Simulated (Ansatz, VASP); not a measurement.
**Two plane-wave programs on SnSe**

The input INCAR:

```
ALGO = Normal
EDIFF = 1E-6
ENCUT = 500
GGA = PE
GGA_COMPAT = False
ISIF = 2
ISMEAR = 0
LASPH = True
LCHARG = False
LREAL = False
LWAVE = False
NBANDS = 28
NELM = 120
PREC = Accurate
SIGMA = 0.01
```

The input KPOINTS:

```
k-points
0
Gamma
  6 6 4
```

File POSCAR:

```
SnSe
1.0
    5.0482064870      0.0000000000      0.0000000000
   -2.5241032435      4.3718750613      0.0000000000
    0.0000000000      0.0000000000      6.0626597137
Sn Se
2 2
Direct
    0.3333333333      0.6666666667      0.2500000000
    0.6666666667      0.3333333333      0.7500000000
    0.6666666667      0.3333333333      0.2500000000
    0.3333333333      0.6666666667      0.7500000000
```

Input for Ansatz:

```yaml
crystal:
  lattice:
    - [5.048206487, 0.0, 0.0]
    - [-2.5241032435, 4.3718750613, 0.0]
    - [0.0, 0.0, 6.0626597137]
  atoms:
    - { symbol: Sn, position: [0.3333333333, 0.6666666667, 0.25] }
    - { symbol: Sn, position: [0.6666666667, 0.3333333333, 0.75] }
    - { symbol: Se, position: [0.6666666667, 0.3333333333, 0.25] }
    - { symbol: Se, position: [0.3333333333, 0.6666666667, 0.75] }
kpoints:
  mp_grid: { grid: [6, 6, 4] }
hamiltonian:
  xc: pbe
scf:
  occupations: { method: fixed }
  n_extra_bands: 5
output:
  forces: true
  stress: true
  eigenvalues: true
```

Alike in both runs: task single point; functional PBE; k mesh 6 × 6 × 4; no spin polarisation.

|  | VASP | Ansatz |
| --- | --- | --- |
| version | VASP 6.6.1 | Ansatz 0.2.0 |
| potentials or method | VASP PAW PBE potentials, release 64 (Sn_d, Se) | plane waves, PAW |
| plane-wave cutoff (eV) | 500 | 420 |
| occupations | gaussian, width 0.01 eV | fixed |
| valence electrons in the cell | 40 | 60 |

```csv
,VASP,Ansatz,Ansatz less VASP
gap on the k mesh at the Fermi level (eV),0.39,0.39,+0.001
pressure (GPa),1.2,1.2,-0.01
```

VASP's potentials hold 40 valence electrons a cell and Ansatz's 60, so a difference there can come from the potentials and not from the codes.
